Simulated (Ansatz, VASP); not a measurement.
## OsRhC4N4 in VASP and in Ansatz

The input INCAR:

```
SYSTEM = OsRhC4N4
PREC = Accurate
ENCUT = 600
EDIFF = 1E-7
ISMEAR = 0
SIGMA = 0.1
LREAL = .FALSE.
LASPH = .TRUE.
NELM = 60
ALGO = Normal
ISIF = 3
LWAVE = .FALSE.
LCHARG = .FALSE.
GGA = PE
IBRION = 2
NSW = 100
EDIFFG = -0.01
```

File KPOINTS:

```
Automatic mesh
0
G
  8 8 8
  0 0 0
```

Contents of POSCAR:

```
OsRhC4N4
1.0
    5.7898439964      0.0000000000      0.0000000000
    0.0000000000      5.7898439964      0.0000000000
    0.0000000000      0.0000000000      5.7898439964
Os Rh C N
1 1 4 4
Direct
    0.5000000000      0.5000000000      0.5000000000
    0.0000000000      0.0000000000      0.0000000000
    0.1918463545      0.1918463545      0.1918463545
    0.1918463545      0.8081536455      0.8081536455
    0.8081536455      0.1918463545      0.8081536455
    0.8081536455      0.8081536455      0.1918463545
    0.3122001055      0.3122001055      0.3122001055
    0.3122001055      0.6877998945      0.6877998945
    0.6877998945      0.3122001055      0.6877998945
    0.6877998945      0.6877998945      0.3122001055
```

Input for Ansatz:

```yaml
crystal:
  lattice:
    - [5.7898439964, 0.0, 0.0]
    - [0.0, 5.7898439964, 0.0]
    - [0.0, 0.0, 5.7898439964]
  atoms:
    - { symbol: Os, position: [0.5, 0.5, 0.5] }
    - { symbol: Rh, position: [0.0, 0.0, 0.0] }
    - { symbol: C, position: [0.1918463545, 0.1918463545, 0.1918463545] }
    - { symbol: C, position: [0.1918463545, 0.8081536455, 0.8081536455] }
    - { symbol: C, position: [0.8081536455, 0.1918463545, 0.8081536455] }
    - { symbol: C, position: [0.8081536455, 0.8081536455, 0.1918463545] }
    - { symbol: "N", position: [0.3122001055, 0.3122001055, 0.3122001055] }
    - { symbol: "N", position: [0.3122001055, 0.6877998945, 0.6877998945] }
    - { symbol: "N", position: [0.6877998945, 0.3122001055, 0.6877998945] }
    - { symbol: "N", position: [0.6877998945, 0.6877998945, 0.3122001055] }
basis:
  ecutwfc: 420
kpoints:
  mp_grid: { grid: [8, 8, 8] }
hamiltonian:
  xc: pbe
scf:
  occupations: { method: gaussian, width: 0.1 }
output:
  forces: true
  stress: true
  eigenvalues: true
relax:
  adjacent_minimum: "off"
  f_tol: 0.01
  max_steps: 80
  cell: { stress_tol: 0.05 }
```

Alike in both runs: task relaxation of cell and atoms; functional PBE; k mesh 8 × 8 × 8; occupations gaussian, width 0.1 eV; no spin polarisation.

|  | VASP | Ansatz |
| --- | --- | --- |
| version | VASP 6.6.1 | Ansatz 0.2.0 |
| potentials or method | VASP PAW PBE potentials, release 64 (Os, Rh_pv, C, N), cutoff 600 eV | scalar-relativistic, plane waves, PAW |
| valence electrons in the cell | 59 | 69 |

```csv
,VASP,Ansatz,Ansatz less VASP
"gap on the k mesh at the Fermi level, each at its own relaxed structure (eV)",none,none,-
relaxed volume (Å³/atom),19.41,19.34,-0.065
relaxed cell length with the largest relative difference (Å),5.790,5.783,-0.0065
```

A gap of «none» marks a metal or a gap that the smearing closes. VASP's potentials hold 59 valence electrons a cell and Ansatz's 69, so a difference there can come from the potentials and not from the codes.

Spin-orbit coupling is off throughout. Noted on VASP's run: the standard files for N, O and F lose accuracy on very short bonds.
